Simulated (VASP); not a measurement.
# InSb in VASP: further runs

The runs below take InSb through single point, with PBE.

Everything below comes from runs of VASP 6.6.1. Logs are shortened: lines on timing, memory, paths and dates and some standing lists are left out, and cuts for length are marked.

## 1. The cell of the first run

Symmetry: F-43m, No. 216, cubic system. Conventional cell: a = 6.737 Å, b = 6.737 Å, c = 6.737 Å, α = 90.00°, β = 90.00°, γ = 90.00°. In (site symmetry -43m) has 4 Sb at 2.92 Å within 3.8 Å. Sb (site symmetry -43m) has 4 In at 2.92 Å within 3.8 Å.

## 2. Single point, PBE (strain +0.040 along x and y, +0.040 along z)

INCAR reads:

```
ALGO     = Normal         # electronic algorithm
EDIFF    = 1E-6           # SCF threshold, eV
ENCUT    = 520            # plane-wave cutoff, eV
GGA      = PE             # functional
ISIF     = 2              # what is computed and relaxed
ISMEAR   = 0              # smearing method
LASPH    = T              # aspherical terms in the spheres
LCHARG   = F              # write CHGCAR
LREAL    = F              # projectors in reciprocal space
LWAVE    = F              # write WAVECAR
NBANDS   = 16             # bands
NELM     = 100            # most SCF steps
PREC     = Accurate       # precision mode
SIGMA    = 0.15           # smearing width, eV
```

KPOINTS reads:

```
k-points
0
Gamma
  12 12 12
```

POSCAR reads:

```
InSb
1.0
    0.0000000000      3.3686640000      3.3686640000
    3.3686640000      0.0000000000      3.3686640000
    3.3686640000      3.3686640000      0.0000000000
In Sb
1 1
Direct
    0.0000000000      0.0000000000      0.0000000000
    0.7500000000      0.7500000000      0.7500000000
```

Potentials or basis: VASP PAW PBE potentials, release 64 (In_d, Sb).

On the command line:

```
$ cat potpaw_PBE.64/In_d/POTCAR potpaw_PBE.64/Sb/POTCAR > POTCAR
$ mpirun -np 1 vasp_std > vasp.out
```

OUTCAR:

```text
EDIFF = 1E-6
   ENCUT = 520
   GGA = PE
   ISIF = 2
   ISMEAR = 0
   LASPH = T
   LREAL = F
   NELM = 100
   PREC = Accurate

 ion  position               nearest neighbor table
   1  0.000  0.000  0.000-   2 2.92   2 2.92   2 2.92   2 2.92
   2  0.750  0.750  0.750-   1 2.92   1 2.92   1 2.92   1 2.92

  LATTYP: Found a face centered cubic cell.
 ALAT       =     6.7373280000

  Lattice vectors:

 A1 = (   0.0000000000,   3.3686640000,   3.3686640000)
 A2 = (   3.3686640000,   0.0000000000,   3.3686640000)
 A3 = (   3.3686640000,   3.3686640000,   0.0000000000)

Analysis of symmetry for initial positions (statically):
=====================================================================
 Subroutine PRICEL returns:
 Original cell was already a primitive cell.

 Routine SETGRP: Setting up the symmetry group for a
 face centered cubic supercell.

 Subroutine GETGRP returns: Found 24 space group operations
 (whereof 24 operations were pure point group operations)
 out of a pool of 48 trial point group operations.

The static configuration has the point symmetry T_d .

Analysis of symmetry for dynamics (positions and initial velocities):
=====================================================================
 Subroutine PRICEL returns:
 Original cell was already a primitive cell.

 Routine SETGRP: Setting up the symmetry group for a
 face centered cubic supercell.

 Subroutine GETGRP returns: Found 24 space group operations
 (whereof 24 operations were pure point group operations)
 out of a pool of 48 trial point group operations.

The dynamic configuration has the point symmetry T_d .

 Subroutine INISYM returns: Found 24 space group operations
 (whereof 24 operations are pure point group operations),
 and found     1 'primitive' translations

----------------------------------------------------------------------------------------

                                     Primitive cell

  volume of cell :      76.4545

  direct lattice vectors                    reciprocal lattice vectors
     0.000000000  3.368664000  3.368664000    -0.148426795  0.148426795  0.148426795
     3.368664000  0.000000000  3.368664000     0.148426795 -0.148426795  0.148426795
     3.368664000  3.368664000  0.000000000     0.148426795  0.148426795 -0.148426795

  length of vectors
     4.764010316  4.764010316  4.764010316     0.257082750  0.257082750  0.257082750

  position of ions in fractional coordinates (direct lattice)
     0.000000000  0.000000000  0.000000000
     0.750000000  0.750000000  0.750000000

  ion indices of the primitive-cell ions
   primitive index   ion index
                 1           1
                 2           2

----------------------------------------------------------------------------------------

 KPOINTS: k-points

Automatic generation of k-mesh.
 Grid dimensions read from file:
 generate k-points for:   12   12   12

 Generating k-lattice:

  Cartesian coordinates                     Fractional coordinates (reciprocal lattice)
    -0.012368900  0.012368900  0.012368900     0.083333333  0.000000000  0.000000000
     0.012368900 -0.012368900  0.012368900     0.000000000  0.083333333  0.000000000
     0.012368900  0.012368900 -0.012368900     0.000000000  0.000000000  0.083333333

  Length of vectors
     0.021423562  0.021423562  0.021423562

  Shift w.r.t. Gamma in fractional coordinates (k-lattice)
     0.000000000  0.000000000  0.000000000

 Subroutine IBZKPT returns following result:
 ===========================================

 Found     72 irreducible k-points:

 Following reciprocal coordinates:
            Coordinates               Weight
  0.000000  0.000000  0.000000      1.000000
  0.083333  0.000000  0.000000      8.000000
  0.166667  0.000000  0.000000      8.000000
  0.250000  0.000000  0.000000      8.000000
  0.333333  0.000000  0.000000      8.000000
  0.416667  0.000000  0.000000      8.000000
[... 16 lines left out ...]
  0.500000  0.166667  0.000000     24.000000
 -0.416667  0.166667  0.000000     24.000000
 [... further k-points ...]
   k-points           NKPTS =     72   k-points in BZ     NKDIM =     72   number of bands    NBANDS=     16
   number of dos      NEDOS =    301   number of ions     NIONS =      2
   total plane-waves  NPLWV =  46656
   dimension x,y,z NGX =    36 NGY =   36 NGZ =   36
   dimension x,y,z NGXF=    72 NGYF=   72 NGZF=   72
   ions per type =               1   1
   NGX,Y,Z   is equivalent  to a cutoff of  12.56, 12.56, 12.56 a.u.
   NGXF,Y,Z  is equivalent  to a cutoff of  25.13, 25.13, 25.13 a.u.
 SYSTEM =  unknown system
   PREC   = accura    normal or accurate (medium, high low for compatibility)
   ISTART =      0    job   : 0-new  1-cont  2-samecut
   ICHARG =      2    charge: 1-file 2-atom 10-const
   ISPIN  =      1    spin polarized calculation?
   LNONCOLLINEAR =      F non collinear calculations
   LSORBIT =      F    spin-orbit coupling
   LASPH  =      T    aspherical Exc in radial PAW
   ENCUT  =  520.0 eV  38.22 Ry    6.18 a.u.   8.86  8.86  8.86*2*pi/ulx,y,z
   NELM   =    100;   NELMIN=  2; NELMDL= -5     # of ELM steps
   EDIFF  = 0.1E-05   stopping-criterion for ELM
   LREAL  =      F    real-space projection
   EDIFFG = 0.1E-04   stopping-criterion for IOM
   NSW    =      0    number of steps for IOM
   IBRION =     -1    ionic relax: 0-MD 1-quasi-New 2-CG
   NFREE  =      0    steps in history (QN), initial steepest desc. (CG)
   ISIF   =      2    stress and relaxation
   ISYM   =      2    0-nonsym 1-usesym 2-fastsym
   POTIM  = 0.5000    time-step for ionic-motion
   TEBEG  =    0.0;   TEEND  =   0.0 temperature during run
   PSTRESS=    0.0 pullay stress
   NELECT =      18.0000    total number of electrons
   NUPDOWN=      -1.0000    fix difference up-down
   EMIN   =  10.00;   EMAX   =-10.00  energy-range for DOS
   EFERMI =   0.00;   METHOD = LEGACY
   ISMEAR =     0;   SIGMA  =   0.15  broadening in eV -4-tet -1-fermi 0-gaus
   EFERMI_NEDOS =   21; number of points for ismear=-14 and -15
   IALGO  =     38    algorithm
   IMIX   =      4    mixing-type and parameters
     AMIX     =   0.40;   BMIX     =  1.00
     AMIX_MAG =   1.60;   BMIX_MAG =  1.00
  volume/ion in A,a.u.               =      38.23       257.97
  Fermi-wavevector in a.u.,A,eV,Ry     =   1.010876  1.910279 13.903395  1.021871
  Thomas-Fermi vector in A             =   2.143892
   LORBIT       =      0    0 simple, 1 ext, 2 COOP (PROOUT), +10 PAW based schemes
   GGA     = PE    functional components
   LHFCALC =     F    Hartree Fock is set to
   AEXX    =    0.0000 exact exchange contribution
   IVDW    =     0    specifies the selected vdW correction
   LEPSILON=     F    determine dielectric tensor
   LRPA    =     F    only Hartree local field effects (RPA)
 non-spin polarized calculation
 Gauss-broadening in eV      SIGMA  =   0.15
  energy-cutoff  :      520.00
  volume of cell :       76.45
 maximum number of plane-waves:      2085
   NGX = 17   NGY = 17   NGZ = 17

 number of electron      17.9999999 magnetization

 Free energy of the ion-electron system (eV)
  ---------------------------------------------------
  ext. energy  EPLUGINS =         0.00000000
  ---------------------------------------------------
  free energy    TOTEN  =        -6.93644221 eV

  energy without entropy =       -6.93610580  energy(sigma->0) =       -6.93627400

 E-fermi :   4.0645     XC(G=0):  -8.1934

 val. band max:        3.9438656167   @ k =   0.0000   0.0000   0.0000
 cond. band min:       4.2920271770   @ k =   0.5000   0.0000   0.0000
 fundamental gap:      0.3481615603
 Fermi energy:         4.0645055559

 k-point     1 :       0.0000    0.0000    0.0000
  band No.  band energies     occupation
      1     -10.4535      2.00000
      2     -10.4535      2.00000
      3     -10.4535      2.00000
      4     -10.3966      2.00000
      5     -10.3966      2.00000
      6      -6.0903      2.00000
[... 8 lines left out ...]
     15      11.9884      0.00000
     16      11.9884      0.00000

 k-point     2 :       0.0833    0.0000    0.0000
  band No.  band energies     occupation
      1     -10.4554      2.00000
      2     -10.4525      2.00000
      3     -10.4525      2.00000
      4     -10.3967      2.00000
      5     -10.3967      2.00000
      6      -6.0373      2.00000
[... 8 lines left out ...]
     15      11.5660      0.00000
     16      11.5660      0.00000

 k-point     3 :       0.1667    0.0000    0.0000
  band No.  band energies     occupation
      1     -10.4606      2.00000
      2     -10.4500      2.00000
      3     -10.4500      2.00000
      4     -10.3967      2.00000
      5     -10.3967      2.00000
      6      -5.8834      2.00000
[... 8 lines left out ...]
     15      11.1755      0.00000
     16      11.1755      0.00000

 k-point     4 :       0.2500    0.0000    0.0000
  band No.  band energies     occupation
      1     -10.4677      2.00000
      2     -10.4468      2.00000
      3     -10.4468      2.00000
      4     -10.3966      2.00000
      5     -10.3966      2.00000
      6      -5.6454      2.00000
[... 8 lines left out ...]
     15      11.1339      0.00000
     16      11.1339      0.00000

 k-point     5 :       0.3333    0.0000    0.0000
  band No.  band energies     occupation
      1     -10.4748      2.00000
      2     -10.4439      2.00000
      3     -10.4439      2.00000
      4     -10.3961      2.00000
      5     -10.3961      2.00000
      6      -5.3616      2.00000
[... 8 lines left out ...]
     15      11.5112      0.00000
     16      11.5112      0.00000

 k-point     6 :       0.4167    0.0000    0.0000
  band No.  band energies     occupation
      1     -10.4800      2.00000
      2     -10.4420      2.00000
      3     -10.4420      2.00000
      4     -10.3956      2.00000
      5     -10.3956      2.00000
      6      -5.1081      2.00000
[... 8 lines left out ...]
     15      12.2189      0.00000
     16      12.2189      0.00000

 k-point     7 :       0.5000    0.0000    0.0000
  band No.  band energies     occupation
      1     -10.4819      2.00000
      2     -10.4414      2.00000
      3     -10.4414      2.00000
      4     -10.3953      2.00000
      5     -10.3953      2.00000
      6      -5.0006      2.00000
[... 8 lines left out ...]
     15      12.8061      0.00000
     16      12.8061      0.00000

 k-point     8 :       0.0833    0.0833    0.0000
  band No.  band energies     occupation
      1     -10.4571      2.00000
      2     -10.4516      2.00000
      3     -10.4516      2.00000
      4     -10.3972      2.00000
      5     -10.3962      2.00000
      6      -6.0196      2.00000
[... 8 lines left out ...]
     15      11.0274      0.00000
     16      12.0567      0.00000

 k-point     9 :       0.1667    0.0833    0.0000
  band No.  band energies     occupation
      1     -10.4617      2.00000
      2     -10.4496      2.00000
      3     -10.4492      2.00000
      4     -10.3978      2.00000
      5     -10.3958      2.00000
      6      -5.8989      2.00000
[... 8 lines left out ...]
     15      10.7096      0.00000
     16      11.7989      0.00000
[... 172 lines left out ...]
 k-point    19 :       0.1667    0.1667    0.0000
  band No.  band energies     occupation
      1     -10.4668      2.00000
      2     -10.4466      2.00000
      3     -10.4466      2.00000
      4     -10.3990      2.00000
      5     -10.3950      2.00000
      6      -5.8128      2.00000
[... 8 lines left out ...]
     15      11.0657      0.00000
     16      12.2609      0.00000

 k-point    20 :       0.2500    0.1667    0.0000
  band No.  band energies     occupation
      1     -10.4730      2.00000
      2     -10.4437      2.00000
      3     -10.4433      2.00000
      4     -10.4000      2.00000
      5     -10.3944      2.00000
      6      -5.6335      2.00000
[... 8 lines left out ...]
     15      11.7196      0.00000
     16      12.2299      0.00000

 k-point    21 :       0.3333    0.1667    0.0000
  band No.  band energies     occupation
      1     -10.4788      2.00000
      2     -10.4413      2.00000
      3     -10.4401      2.00000
      4     -10.4003      2.00000
      5     -10.3940      2.00000
      6      -5.3838      2.00000
[... 8 lines left out ...]
     15      12.0457      0.00000
     16      12.3858      0.00000

 k-point    22 :       0.4167    0.1667    0.0000
  band No.  band energies     occupation
      1     -10.4834      2.00000
      2     -10.4396      2.00000
      3     -10.4379      2.00000
      4     -10.3998      2.00000
      5     -10.3939      2.00000
      6      -5.1123      2.00000
[... 8 lines left out ...]
     15      12.1673      0.00000
     16      12.8739      0.00000

 k-point    23 :       0.5000    0.1667    0.0000
  band No.  band energies     occupation
      1     -10.4859      2.00000
      2     -10.4388      2.00000
      3     -10.4371      2.00000
      4     -10.3986      2.00000
      5     -10.3944      2.00000
      6      -4.9076      2.00000
[... 8 lines left out ...]
     15      12.5160      0.00000
     16      12.8899      0.00000

 k-point    24 :      -0.4167    0.1667    0.0000
  band No.  band energies     occupation
      1     -10.4855      2.00000
      2     -10.4388      2.00000
      3     -10.4377      2.00000
      4     -10.3972      2.00000
      5     -10.3956      2.00000
      6      -4.8766      2.00000
[... 8 lines left out ...]
     15      11.9544      0.00000
     16      12.2707      0.00000

 [... further k-points ...]

------------------------ aborting loop because EDIFF is reached ----------------------------------------

  FORCE on cell =-STRESS in cart. coord.  units (eV):
  Direction    XX          YY          ZZ          XY          YZ          ZX
  --------------------------------------------------------------------------------------
  -------------------------------------------------------------------------------------
  Total       -0.7286560     -0.7286560     -0.7286560      0.0000000      0.0000000     -0.0000000
  in kB      -15.2696845    -15.2696845    -15.2696845      0.0000000      0.0000000     -0.0000000
  external PRESSURE =     -15.2696845 kB  Pullay stress =       0.0000000 kB

 VOLUME and BASIS-vectors are now :
 -----------------------------------------------------------------------------
  energy-cutoff  :      520.00
  volume of cell :       76.45
      direct lattice vectors                 reciprocal lattice vectors
     0.000000000  3.368664000  3.368664000    -0.148426795  0.148426795  0.148426795
     3.368664000  0.000000000  3.368664000     0.148426795 -0.148426795  0.148426795
     3.368664000  3.368664000  0.000000000     0.148426795  0.148426795 -0.148426795

 POSITION                                       TOTAL-FORCE (eV/Angst)
 -----------------------------------------------------------------------------------
      0.00000      0.00000      0.00000         0.000000      0.000000      0.000000
      5.05300      5.05300      5.05300        -0.000000     -0.000000     -0.000000
 -----------------------------------------------------------------------------------
    total drift:                                0.000000      0.000000      0.000000

  FREE ENERGIE OF THE ION-ELECTRON SYSTEM (eV)
  ---------------------------------------------------
  free  energy   TOTEN  =        -6.9364422066 eV

  energy  without entropy=       -6.9361057999  energy(sigma->0) =       -6.93627400
```

It took 28 s on 1 thread of Intel Xeon 6975P-C (Granite Rapids), shared host; peak memory 0.26 GiB.

What came out:

```yaml
Free_energy: -6.9364 eV
Pressure: -1.5 GPa
Band_gap_on_the_k_mesh: zero (filled and empty bands touch)
```

Caveat: the cell differs from its parent crystal (strain +0.040 along x and y, +0.040 along z); spin-orbit coupling is left out, which moves the levels of the heavy elements.

[end of part 1 of 2]
